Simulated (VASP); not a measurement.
Write the native input for VASP 6.6.1 that does the following.

```
Task                   : single point
Functional             : r2SCAN
Potentials or basis    : VASP PAW PBE potentials, release 64 (Na_pv, Ca_sv, Br)
Cutoff                 : 520 eV
k mesh                 : 4 × 4 × 4
Occupations            : gaussian, width 0.01 eV
Spin                   : no spin polarisation
Dipole correction      : no
Further INCAR settings : ALGO = Normal; EDIFF = 1e-06; NBANDS = 27
```

The system is NaCaBr3.

```
CELL_PARAMETERS angstrom
5.69717 0.00000 0.00000
0.00000 5.69717 0.00000
0.00000 0.00000 5.69717
ATOMIC_POSITIONS crystal
Na 0.00000 0.00000 0.00000
Ca 0.50000 0.50000 0.50000
Br 0.50000 0.50000 0.00000
Br 0.50000 0.00000 0.50000
Br 0.00000 0.50000 0.50000
```

The input as run:

POSCAR

```
NaCaBr3
1.0
    5.6971695667      0.0000000000      0.0000000000
    0.0000000000      5.6971695667      0.0000000000
    0.0000000000      0.0000000000      5.6971695667
Na Ca Br
1 1 3
Direct
    0.0000000000      0.0000000000      0.0000000000
    0.5000000000      0.5000000000      0.5000000000
    0.5000000000      0.5000000000      0.0000000000
    0.5000000000      0.0000000000      0.5000000000
    0.0000000000      0.5000000000      0.5000000000
```

INCAR.step1

```
PREC = Accurate ; ENCUT = 520
ISMEAR = 0 ; SIGMA = 0.01
LREAL = F ; LASPH = T
NELM = 80 ; NBANDS = 27
GGA = PE ; ALGO = Normal
EDIFF = 1E-4 ; LWAVE = T
LCHARG = F
```

INCAR.step2

```
PREC = Accurate ; ENCUT = 520
EDIFF = 1E-6 ; ISMEAR = 0
SIGMA = 0.01 ; LREAL = F
LASPH = T ; NELM = 80
ALGO = Normal ; ISIF = 2
LWAVE = F ; LCHARG = F
METAGGA = R2SCAN ; LMIXTAU = T
NBANDS = 27 ; ISTART = 1
```

KPOINTS

```
Automatic mesh
0
Gamma
  4 4 4
```

Potentials or basis: VASP PAW PBE potentials, release 64 (Na_pv, Ca_sv, Br).

The run is started by

```sh
$ cat potpaw_PBE.64/Na_pv/POTCAR potpaw_PBE.64/Ca_sv/POTCAR potpaw_PBE.64/Br/POTCAR > POTCAR
$ cp INCAR.step1 INCAR
$ mpirun -np 1 vasp_std > vasp.out
$ cp INCAR.step2 INCAR
$ mpirun -np 1 vasp_std > vasp.out
```

It gave:

| Item | Value |
| --- | --- |
| Pressure | -0.5 GPa |
| Band gap on the k mesh | 3.79 eV (least direct gap 4.13 eV) |

Caveat: the PAW data sets were made with another functional, which shifts forces and pressure a little.

Wall time 110 s on 1 thread of AMD EPYC 9R45 96-Core Processor (Zen 5), with other jobs on the host, peak memory 0.28 GiB.
